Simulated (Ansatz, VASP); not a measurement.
Two plane-wave programs on Re

```
Re
1.0
     0.00000    2.05900    2.05900
     2.05900    0.00000    2.05900
     2.05900    2.05900    0.00000
Re
1
Direct
  0.00000 0.00000 0.00000
```

Alike in both runs: task single point; functional BLYP; k mesh 15 × 15 × 15; occupations fermi-dirac, width 0.1 eV; no spin polarisation.

|  | VASP | Ansatz |
| --- | --- | --- |
| version | VASP 6.6.1 | Ansatz 0.2.0 |
| potentials or method | VASP PAW PBE potentials, release 64 (Re), cutoff 520 eV | plane waves (420 eV) with PAW, scalar-relativistic |
| valence electrons in the cell | 7 | 15 |

VASP gave:

| Property | Result |
| --- | --- |
| pressure (GPa) | -27.2 |

Q: Which values does Ansatz return?

A: Pressure (GPa): -28.0.

VASP's potentials were made for PBE, not for BLYP. With one functional, cell and mesh, what is left measures potentials, basis and numerics. VASP's potentials hold 7 valence electrons a cell and Ansatz's 15, so a difference there can come from the potentials and not from the codes.

Spin-orbit coupling is off throughout.
